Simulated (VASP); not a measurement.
Write the native input for VASP 6.6.1 that does the following.

```
Task                   : single point
Functional             : r2SCAN
Potentials or basis    : VASP PAW PBE potentials, release 64 (Na_pv)
Cutoff                 : 550 eV
k mesh                 : 11 × 11 × 11
Occupations            : fermi-dirac, width 0.03 eV
Spin                   : no spin polarisation
Dipole correction      : no
Further INCAR settings : ALGO = Normal; EDIFF = 1e-06; NBANDS = 10
```

Na:

```
Na
1.0
    -2.11750    2.11750    2.11750
     2.11750   -2.11750    2.11750
     2.11750    2.11750   -2.11750
Na
1
Direct
  0.00000 0.00000 0.00000
```

The input as run:

POSCAR

```
Na
1.0
   -2.1175000000      2.1175000000      2.1175000000
    2.1175000000     -2.1175000000      2.1175000000
    2.1175000000      2.1175000000     -2.1175000000
Na
1
Direct
    0.0000000000      0.0000000000      0.0000000000
```

INCAR.step1

```
SYSTEM = Na
ALGO     = Normal         ! electronic algorithm
EDIFF    = 1E-5           ! SCF threshold, eV
ENCUT    = 550            ! plane-wave cutoff, eV
GGA      = PE             ! functional
GGA_COMPAT= .False.      
ISMEAR   = -1             ! smearing method
LASPH    = .True.         ! aspherical terms in the spheres
LCHARG   = .False.        ! write CHGCAR
LREAL    = .False.        ! projectors in reciprocal space
LWAVE    = .True.         ! write WAVECAR
NBANDS   = 10             ! bands
NELM     = 120            ! most SCF steps
PREC     = Accurate       ! precision mode
SIGMA    = 0.03           ! smearing width, eV
```

INCAR.step2

```
SYSTEM = Na
ALGO     = Normal         ! electronic algorithm
EDIFF    = 1E-6           ! SCF threshold, eV
ENCUT    = 550            ! plane-wave cutoff, eV
GGA_COMPAT= .False.      
ISIF     = 2              ! what is computed and relaxed
ISMEAR   = -1             ! smearing method
ISTART   = 1            
LASPH    = .True.         ! aspherical terms in the spheres
LCHARG   = .True.         ! write CHGCAR
LELF     = .True.         ! ELF
LMIXTAU  = .True.       
LREAL    = .False.        ! projectors in reciprocal space
LVHAR    = .True.       
LWAVE    = .False.        ! write WAVECAR
METAGGA  = R2SCAN         ! meta-GGA
NBANDS   = 10             ! bands
NELM     = 120            ! most SCF steps
PREC     = Accurate       ! precision mode
SIGMA    = 0.03           ! smearing width, eV
```

KPOINTS

```
k-points
0
Gamma
  11 11 11
  0 0 0
```

Potentials or basis: VASP PAW PBE potentials, release 64 (Na_pv).

Launch:

```sh
$ cat potpaw_PBE.64/Na_pv/POTCAR > POTCAR
$ cp INCAR.step1 INCAR
$ mpirun -np 1 vasp_std > vasp.out
$ cp INCAR.step2 INCAR
$ mpirun -np 1 vasp_std > vasp.out
```

Results of the run:

```yaml
Pressure: 0.0 GPa
```

Caveat: the PAW data sets were made with another functional, which shifts forces and pressure a little.

Run time: 120 s on 1 thread of Intel Xeon 8259CL, on a shared host, peak memory 0.16 GiB.
